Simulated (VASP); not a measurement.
# V (I4/mmm) in VASP: further runs, part 3 of 3

VASP 6.6.1.

### Step 5. Single point, PBE (strain along c alone, the other axes held: +6.0 %)

INCAR

```
  PREC = Accurate
  ENCUT = 520
  EDIFF = 1E-6
  ISMEAR = 0
  SIGMA = 0.1
  LREAL = F
  LASPH = T
  NELM = 80
  ALGO = Fast
  ISIF = 2
  LWAVE = F
  LCHARG = F
  GGA = PE
  NBANDS = 20
```

KPOINTS

```
Automatic mesh
0
Gamma
  18 18 18
```

POSCAR

```
V
1.0
    2.9971751498      0.0000000000      0.0000000000
    0.0000000000      2.9971751498      0.0000000000
    0.0000000000      0.0000000000      3.1770056587
V
2
Direct
    0.0000000000      0.0000000000      0.0000000000
    0.5000000000      0.5000000000      0.5000000000
```

Potentials or basis: VASP PAW PBE potentials, release 64 (V_sv).

Started as:

```bash
> cat potpaw_PBE.64/V_sv/POTCAR > POTCAR
> mpirun -np 1 vasp_std > vasp.out
```

OUTCAR:

```text
PREC = Accurate
   ENCUT = 520
   EDIFF = 1E-6
   ISMEAR = 0
   LREAL = F
   LASPH = T
   NELM = 80
   ISIF = 2
   GGA = PE

 ion  position               nearest neighbor table
   1  0.000  0.000  0.000-   2 2.65   2 2.65   2 2.65   2 2.65   2 2.65   2 2.65   2 2.65   2 2.65

   2  0.500  0.500  0.500-   1 2.65   1 2.65   1 2.65   1 2.65   1 2.65   1 2.65   1 2.65   1 2.65

  LATTYP: Found a simple tetragonal cell.
 ALAT       =     2.9971751498
 C/A-ratio  =     1.0600000000

  Lattice vectors:

 A1 = (   2.9971751498,   0.0000000000,   0.0000000000)
 A2 = (   0.0000000000,   2.9971751498,   0.0000000000)
 A3 = (   0.0000000000,   0.0000000000,   3.1770056587)

Analysis of symmetry for initial positions (statically):
=====================================================================
 Subroutine PRICEL returns following result:

  LATTYP: Found a body centered tetragonal cell.
 ALAT       =     2.9971751498
 C/A-ratio  =     1.0600000000

  Lattice vectors:

 A1 = (  -1.4985875749,  -1.4985875749,  -1.5885028294)
 A2 = (   1.4985875749,   1.4985875749,  -1.5885028293)
 A3 = (   1.4985875749,  -1.4985875749,   1.5885028294)

   2 primitive cells build up your supercell.

 Routine SETGRP: Setting up the symmetry group for a
 simple tetragonal supercell.

 Subroutine GETGRP returns: Found 16 space group operations
 (whereof 16 operations were pure point group operations)
 out of a pool of 16 trial point group operations.

The static configuration has the point symmetry D_4h.

Analysis of symmetry for dynamics (positions and initial velocities):
=====================================================================
 Subroutine PRICEL returns following result:

  LATTYP: Found a body centered tetragonal cell.
 ALAT       =     2.9971751498
 C/A-ratio  =     1.0600000000

  Lattice vectors:

 A1 = (  -1.4985875749,  -1.4985875749,  -1.5885028294)
[... 119 lines left out ...]
   TEBEG  =    0.0;   TEEND  =   0.0 temperature during run
   PSTRESS=    0.0 pullay stress
   NELECT =      26.0000    total number of electrons
   NUPDOWN=      -1.0000    fix difference up-down
   EMIN   =  10.00;   EMAX   =-10.00  energy-range for DOS
   EFERMI =   0.00;   METHOD = LEGACY
   ISMEAR =     0;   SIGMA  =   0.10  broadening in eV -4-tet -1-fermi 0-gaus
   EFERMI_NEDOS =   21; number of points for ismear=-14 and -15
   IALGO  =     68    algorithm
   IMIX   =      4    mixing-type and parameters
     AMIX     =   0.40;   BMIX     =  1.00
     AMIX_MAG =   1.60;   BMIX_MAG =  1.00
  volume/ion in A,a.u.               =      14.27        96.30
  Fermi-wavevector in a.u.,A,eV,Ry     =   1.587030  2.999052 34.268518  2.518665
  Thomas-Fermi vector in A             =   2.686250
   LORBIT       =      0    0 simple, 1 ext, 2 COOP (PROOUT), +10 PAW based schemes
   GGA     = PE    functional components
   LHFCALC =     F    Hartree Fock is set to
   AEXX    =    0.0000 exact exchange contribution
   IVDW    =     0    specifies the selected vdW correction
   LEPSILON=     F    determine dielectric tensor
   LRPA    =     F    only Hartree local field effects (RPA)
 non-spin polarized calculation
 RMM-DIIS sequential band-by-band and
 Gauss-broadening in eV      SIGMA  =   0.10
  energy-cutoff  :      520.00
  volume of cell :       28.54
 maximum number of plane-waves:       804
 NGX is ok and might be reduce to    24
   NGX = 11   NGY = 11   NGZ = 11

 number of electron      25.9999995 magnetization

 Free energy of the ion-electron system (eV)
  ---------------------------------------------------
  ext. energy  EPLUGINS =         0.00000000
  ---------------------------------------------------
  free energy    TOTEN  =       -17.92232000 eV

  energy without entropy =      -17.90253622  energy(sigma->0) =      -17.91242811

 E-fermi :   9.0190     XC(G=0): -12.5950

 val. band max:        9.0165346143   @ k =   0.1667   0.0556   0.3889
 cond. band min:       9.0192405868   @ k =   0.4444   0.0000   0.3333
 fundamental gap:      0.0027059726
 Fermi energy:         9.0190344623

 k-point     1 :       0.0000    0.0000    0.0000
  band No.  band energies     occupation
      1     -54.7859      2.00000
      2     -54.5218      2.00000
      3     -28.7419      2.00000
      4     -28.6545      2.00000
      5     -28.6545      2.00000
      6     -28.1717      2.00000
[... 541 lines left out ...]
     19      12.0304      0.00000
     20      14.5450      0.00000

 [... further k-points ...]
[... 5 lines left out ...]
  --------------------------------------------------------------------------------------
  -------------------------------------------------------------------------------------
  Total       -1.2403846     -1.2403846     -2.3679819      0.0000000      0.0000000      0.0000000
  in kB      -69.6345428    -69.6345428   -132.9372592      0.0000000      0.0000000      0.0000000
  external PRESSURE =     -90.7354482 kB  Pullay stress =       0.0000000 kB

 VOLUME and BASIS-vectors are now :
 -----------------------------------------------------------------------------
  energy-cutoff  :      520.00
  volume of cell :       28.54
      direct lattice vectors                 reciprocal lattice vectors
     2.997175150  0.000000000  0.000000000     0.333647501  0.000000000  0.000000000
     0.000000000  2.997175150  0.000000000     0.000000000  0.333647501  0.000000000
     0.000000000  0.000000000  3.177005659     0.000000000  0.000000000  0.314761794

 POSITION                                       TOTAL-FORCE (eV/Angst)
 -----------------------------------------------------------------------------------
      0.00000      0.00000      0.00000         0.000000      0.000000     -0.000000
      1.49859      1.49859      1.58850        -0.000000     -0.000000      0.000000
 -----------------------------------------------------------------------------------
    total drift:                                0.000000      0.000000     -0.000000

  FREE ENERGIE OF THE ION-ELECTRON SYSTEM (eV)
  ---------------------------------------------------
  free  energy   TOTEN  =       -17.9223199976 eV

  energy  without entropy=      -17.9025362212  energy(sigma->0) =      -17.91242811
```

stdout:

```text
POSCAR found type information on POSCAR V
 POSCAR found :  1 types and       2 ions
 scaLAPACK will be used
 LDA part: xc-table for (Slater+PW92), standard interpolation
 POSCAR, INCAR and KPOINTS ok, starting setup
 FFT: planning ... GRIDC
 FFT: planning ... GRID_SOFT
 FFT: planning ... GRID
 WAVECAR not read
 entering main loop
```

Run time: 82 s. Hardware: 1 thread of Intel Xeon 6975P-C (Granite Rapids), shared host; peak memory 0.34 GiB.

Results:

```
Free energy            : -17.9223 eV
Pressure               : -9.1 GPa
Band gap on the k mesh : zero (bands 13 and 14 overlap by 2.75 eV)
```

Stress tensor (GPa, compression positive):
```
 -6.96   0.00   0.00
  0.00  -6.96   0.00
  0.00   0.00 -13.29
```

Caveat: the cell differs from its parent crystal (strain along c alone, the other axes held: +6.0 %); the cell stands under tension.

### Step 6. Summary

```csv
cell,further INCAR settings,gap on the mesh (eV),pressure (GPa)
"a = 2.997, b = 2.997, c = 2.937 Å, 2 atoms",ALGO = Fast; EDIFF = 1e-07; NBANDS = 20,none,4.2
"a = 2.997, b = 2.997, c = 3.057 Å, 2 atoms",ALGO = Fast; EDIFF = 1e-06; NBANDS = 20,none,-3.2
"a = 2.997, b = 2.997, c = 3.117 Å, 2 atoms",ALGO = Fast; EDIFF = 1e-06; NBANDS = 20,none,-6.4
"a = 2.997, b = 2.997, c = 3.177 Å, 2 atoms",ALGO = Fast; EDIFF = 1e-06; NBANDS = 20,none,-9.1
```

Alike in all rows: task single point; level PBE; potentials or basis VASP PAW PBE potentials, release 64 (V_sv); no spin polarisation; k mesh 18 × 18 × 18; cutoff (eV) 520; smearing gaussian 0.1 eV.

Caveats: the cell stands under tension (at least some runs); the cell stands under pressure (at least some runs).

Absolute energies hang on the potentials; compare differences alone.
